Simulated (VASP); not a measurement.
# Si (P6_3/mmc) in VASP: further runs, part 2 of 2

VASP 6.6.1. The steps go on from the part before.

## (3) Single point, LDA (strain -0.050 along x and y, +0.025 along z)

File INCAR:

```
SYSTEM = Si
PREC = Accurate ; ENCUT = 520
EDIFF = 1E-6 ; ISMEAR = 0
SIGMA = 0.15 ; LREAL = .False.
LASPH = .True. ; NELM = 80
ALGO = Normal ; ISIF = 2
LWAVE = .False. ; LCHARG = .False.
GGA = CA ; NBANDS = 11
```

File KPOINTS:

```
regular mesh
0
Gamma
  24 24 10
  0 0 0
```

File POSCAR:

```
Si
1.0
    2.5322986339      0.0000000000      0.0000000000
   -1.2661493170      2.1930349470      0.0000000000
    0.0000000000      0.0000000000      4.6189260017
Si
2
Direct
    0.3333333333      0.6666666667      0.2500000000
    0.6666666667      0.3333333333      0.7500000000
```

Potentials or basis: VASP PAW LDA potentials, release 64 (Si).

On the command line:

```
cat potpaw_LDA.64/Si/POTCAR > POTCAR
mpirun -np 1 vasp_std > vasp.out
```

Wall time 25 s (1 thread of Intel Xeon 6975P-C (Granite Rapids), shared host); peak memory 0.18 GiB.

It converged, with:

| Quantity | Value |
| --- | --- |
| Free energy | -11.0092 eV |
| Pressure | 9.0 GPa |
| Band gap on the k mesh | zero (bands 4 and 5 overlap by 12.86 eV) |

Stress tensor (GPa, compression positive):
```
11.41  0.00  0.00
 0.00 11.41  0.00
 0.00  0.00  4.15
```

Levels at points of the mesh, in eV from the Fermi level:
| k point | band 1 | band 2 | band 3 | band 4 | band 5 | band 6 | band 7 | band 8 | band 9 |
| --- | --- | --- | --- | --- | --- | --- | --- | --- | --- |
| (0.00, 0.00, 0.00) | -15.59 | -9.60 | -8.19 | 9.22 | 9.63 | 11.07 | 11.07 | 11.83 | 11.83 |
| (0.50, 0.00, 0.00) | -8.33 | -8.09 | -2.74 | -1.95 | -1.68 | -0.31 | 5.03 | 7.04 | 9.65 |
| (0.00, 0.00, 0.50) | -13.92 | -13.92 | -0.84 | -0.84 | 12.39 | 12.39 | 12.39 | 12.39 | 13.19 |
| (0.50, 0.00, 0.50) | -6.91 | -6.91 | -6.22 | -6.22 | 5.34 | 5.34 | 6.34 | 6.34 | 6.45 |

Caveat: the cell differs from its parent crystal (strain -0.050 along x and y, +0.025 along z); the cell stands under pressure.

## (4) Single point, LDA (strain -0.025 along x and y, -0.025 along z)

File INCAR:

```
ALGO     = Normal         # electronic algorithm
EDIFF    = 1E-7           # SCF threshold, eV
ENCUT    = 520            # plane-wave cutoff, eV
ISIF     = 2              # what is computed and relaxed
ISMEAR   = 0              # smearing method
LASPH    = True           # aspherical terms in the spheres
LCHARG   = False          # write CHGCAR
LREAL    = False          # projectors in reciprocal space
LWAVE    = False          # write WAVECAR
NBANDS   = 11             # bands
NELM     = 60             # most SCF steps
PREC     = Accurate       # precision mode
SIGMA    = 0.15           # smearing width, eV
```

File KPOINTS:

```
k-points
0
Gamma
  24 24 10
```

File POSCAR:

```
Si
1.0
    2.5989380717      0.0000000000      0.0000000000
   -1.2994690358      2.2507463929      0.0000000000
    0.0000000000      0.0000000000      4.3936125382
Si
2
Direct
    0.3333333333      0.6666666667      0.2500000000
    0.6666666667      0.3333333333      0.7500000000
```

Potentials or basis: VASP PAW LDA potentials, release 64 (Si).

On the command line:

```
cat potpaw_LDA.64/Si/POTCAR > POTCAR
mpirun -np 1 vasp_std > vasp.out
```

OUTCAR:

```text
EDIFF = 1E-7
   ENCUT = 520
   ISIF = 2
   ISMEAR = 0
   LASPH = True
   LREAL = False
   NELM = 60
   PREC = Accurate

 ion  position               nearest neighbor table
   1  0.333  0.667  0.250-   2 2.66   2 2.66   2 2.66   2 2.66   2 2.66   2 2.66
   2  0.667  0.333  0.750-   1 2.66   1 2.66   1 2.66   1 2.66   1 2.66   1 2.66

  LATTYP: Found a hexagonal cell.
 ALAT       =     2.5989380717
 C/A-ratio  =     1.6905414508

  Lattice vectors:

[... 523 lines left out ...]

 [... further k-points ...]

------------------------ aborting loop because EDIFF is reached ----------------------------------------

  FORCE on cell =-STRESS in cart. coord.  units (eV):
  Direction    XX          YY          ZZ          XY          YZ          ZX
  --------------------------------------------------------------------------------------
  -------------------------------------------------------------------------------------
  Total        1.2214435      1.2214435      1.4139635      0.0000000     -0.0000000      0.0000000
  in kB       76.1447081     76.1447081     88.1463886      0.0000000     -0.0000000      0.0000000
  external PRESSURE =      80.1452683 kB  Pullay stress =       0.0000000 kB

 VOLUME and BASIS-vectors are now :
 -----------------------------------------------------------------------------
  energy-cutoff  :      520.00
  volume of cell :       25.70
      direct lattice vectors                 reciprocal lattice vectors
     2.598938072  0.000000000  0.000000000     0.384772539  0.222148529  0.000000000
    -1.299469036  2.250746393  0.000000000     0.000000000  0.444297058  0.000000000
     0.000000000  0.000000000  4.393612538     0.000000000  0.000000000  0.227603138

 POSITION                                       TOTAL-FORCE (eV/Angst)
 -----------------------------------------------------------------------------------
     -0.00000      1.50050      1.09840         0.000000     -0.000000      0.000000
      1.29947      0.75025      3.29521        -0.000000      0.000000      0.000000
 -----------------------------------------------------------------------------------
    total drift:                               -0.000000      0.000000     -0.000000

  FREE ENERGIE OF THE ION-ELECTRON SYSTEM (eV)
  ---------------------------------------------------
  free  energy   TOTEN  =       -11.0424473099 eV

  energy  without entropy=      -11.0337421585  energy(sigma->0) =      -11.03809473
```

OSZICAR:

```text
N       E                     dE             d eps       ncg     rms          rms(c)
DAV:   1     0.503577922429E+01    0.50358E+01   -0.35813E+03  8060   0.623E+02
DAV:   2    -0.106734231355E+02   -0.15709E+02   -0.15115E+02 10546   0.880E+01
DAV:   3    -0.110962967792E+02   -0.42287E+00   -0.41759E+00 10609   0.116E+01
DAV:   4    -0.110977736261E+02   -0.14768E-02   -0.14766E-02  9800   0.859E-01
DAV:   5    -0.110977788212E+02   -0.51951E-05   -0.51942E-05 10209   0.465E-02    0.489E+00
DAV:   6    -0.110621319318E+02    0.35647E-01   -0.93038E-03  9212   0.451E-01    0.272E+00
DAV:   7    -0.110426125845E+02    0.19519E-01   -0.16660E-02  8813   0.602E-01    0.148E-01
DAV:   8    -0.110424485137E+02    0.16407E-03   -0.17969E-04 11572   0.938E-02    0.291E-02
DAV:   9    -0.110424477925E+02    0.72119E-06   -0.16414E-06  9614   0.820E-03    0.391E-03
DAV:  10    -0.110424473123E+02    0.48023E-06   -0.24904E-07 10287   0.260E-03    0.316E-03
DAV:  11    -0.110424473099E+02    0.23501E-08   -0.81797E-09  5865   0.636E-04
   1 F= -.11042447E+02 E0= -.11038095E+02  d E =-.870515E-02
```

Run time: 27 s. Hardware: 1 thread of Intel Xeon 6975P-C (Granite Rapids), shared host; peak memory 0.18 GiB.

What came out:

- Free energy: -11.0424 eV
- Pressure: 8.0 GPa
- Band gap on the k mesh: zero (bands 4 and 5 overlap by 13.65 eV)

Stress tensor (GPa, compression positive):
```
7.61 0.00 0.00
0.00 7.61 0.00
0.00 0.00 8.81
```

Caveat: the cell differs from its parent crystal (strain -0.025 along x and y, -0.025 along z); the cell stands under pressure.

## (5) Single point, LDA (strain -0.050 along x and y, +0.050 along z)

File INCAR:

```
  PREC = Accurate
  ENCUT = 520
  EDIFF = 1E-6
  ISMEAR = 0
  SIGMA = 0.15
  LREAL = F
  LASPH = T
  NELM = 80
  ALGO = Normal
  ISIF = 2
  LWAVE = F
  LCHARG = T
  LELF = T
  LVHAR = T
  NBANDS = 11
```

File KPOINTS:

```
Automatic mesh
0
Gamma
  24 24 10
```

File POSCAR:

```
Si
1.0
    2.5322986339      0.0000000000      0.0000000000
   -1.2661493170      2.1930349470      0.0000000000
    0.0000000000      0.0000000000      4.7315827335
Si
2
Direct
    0.3333333333      0.6666666667      0.2500000000
    0.6666666667      0.3333333333      0.7500000000
```

On the command line:

```
cat potpaw_LDA.64/Si/POTCAR > POTCAR
mpirun -np 1 vasp_std > vasp.out
```

It took 27 s on 1 thread of Intel Xeon 6975P-C (Granite Rapids), shared host; peak memory 0.18 GiB.

The run converged. Its results:

```yaml
Free_energy: -11.0190 eV
Pressure: 6.6 GPa
Band_gap_on_the_k_mesh: zero (bands 4 and 5 overlap by 11.83 eV)
```

Stress tensor (GPa, compression positive):
```
9.54 0.00 0.00
0.00 9.54 0.00
0.00 0.00 0.86
```

Levels at points of the mesh, in eV from the Fermi level:
| k point | band 1 | band 2 | band 3 | band 4 | band 5 | band 6 | band 7 | band 8 | band 9 |
| --- | --- | --- | --- | --- | --- | --- | --- | --- | --- |
| (0.00, 0.00, 0.00) | -15.37 | -9.84 | -8.09 | 8.25 | 9.02 | 11.29 | 11.29 | 12.02 | 12.02 |
| (0.50, 0.00, 0.00) | -8.10 | -7.88 | -2.96 | -2.20 | -1.56 | -0.20 | 5.25 | 7.21 | 9.45 |
| (0.00, 0.00, 0.50) | -13.78 | -13.78 | -1.24 | -1.24 | 12.52 | 12.52 | 12.52 | 12.52 | 13.29 |
| (0.50, 0.00, 0.50) | -6.76 | -6.76 | -6.11 | -6.11 | 4.92 | 4.92 | 6.16 | 6.16 | 6.58 |

Caveat: the cell differs from its parent crystal (strain -0.050 along x and y, +0.050 along z); the cell stands under pressure.

## (6) Single point, LDA (strain +0.000 along x and y, -0.050 along z)

File INCAR:

```
SYSTEM = Si
ALGO = Normal
EDIFF = 1E-6
ENCUT = 520
ISIF = 2
ISMEAR = 0
LASPH = .True.
LCHARG = .False.
LREAL = .False.
LWAVE = .False.
NBANDS = 11
NELM = 60
PREC = Accurate
SIGMA = 0.15
```

File KPOINTS:

```
k-points
0
Gamma
  24 24 10
  0 0 0
```

File POSCAR:

```
Si
1.0
    2.6655775094      0.0000000000      0.0000000000
   -1.3327887547      2.3084578389      0.0000000000
    0.0000000000      0.0000000000      4.2809558065
Si
2
Direct
    0.3333333333      0.6666666667      0.2500000000
    0.6666666667      0.3333333333      0.7500000000
```

Potentials or basis: VASP PAW LDA potentials, release 64 (Si).

On the command line:

```
cat potpaw_LDA.64/Si/POTCAR > POTCAR
mpirun -np 1 vasp_std > vasp.out
```

Wall time 21 s (1 thread of Intel Xeon 6975P-C (Granite Rapids), shared host); peak memory 0.19 GiB.

Results (log left out):

```
Free energy            : -11.0534 eV
Pressure               : 5.2 GPa
Band gap on the k mesh : zero (bands 4 and 5 overlap by 12.45 eV)
```

Stress tensor (GPa, compression positive):
```
4.09 0.00 0.00
0.00 4.09 0.00
0.00 0.00 7.37
```

Levels at points of the mesh, in eV from the Fermi level:
```
           k point  band 1  band 2  band 3  band 4  band 5  band 6  band 7  band 8
(0.00, 0.00, 0.00)  -15.30   -7.63   -7.44    8.43    8.43    9.84    9.84   12.07
(0.50, 0.00, 0.00)   -8.92   -8.29   -1.81   -1.34   -0.86   -0.19    3.22    5.51
(0.00, 0.00, 0.50)  -13.33  -13.33    1.72    1.72    9.99    9.99    9.99    9.99
(0.50, 0.00, 0.50)   -7.04   -7.04   -6.34   -6.34    4.93    4.93    6.46    6.46
```

Caveat: the cell differs from its parent crystal (strain +0.000 along x and y, -0.050 along z); the cell stands under pressure.

## (7) The runs side by side

| cell | gap on the mesh (eV) | pressure (GPa) |
| --- | --- | --- |
| a = 2.599, b = 2.599, c = 4.281 Å, angles 90.0, 90.0, 120.0°, 2 atoms | none | 11.7 |
| a = 2.532, b = 2.532, c = 4.619 Å, angles 90.0, 90.0, 120.0°, 2 atoms | none | 9.0 |
| a = 2.599, b = 2.599, c = 4.394 Å, angles 90.0, 90.0, 120.0°, 2 atoms | none | 8.0 |
| a = 2.532, b = 2.532, c = 4.732 Å, angles 90.0, 90.0, 120.0°, 2 atoms | none | 6.6 |
| a = 2.666, b = 2.666, c = 4.281 Å, angles 90.0, 90.0, 120.0°, 2 atoms | none | 5.2 |

Alike in all rows: task single point; level LDA; potentials or basis VASP PAW LDA potentials, release 64 (Si); no spin polarisation; k mesh 24 × 24 × 10; cutoff (eV) 520; smearing gaussian 0.15 eV.

Caveats: the cell stands under pressure.

Total energies depend on the potentials used, so only differences within one code and one set of settings carry meaning.
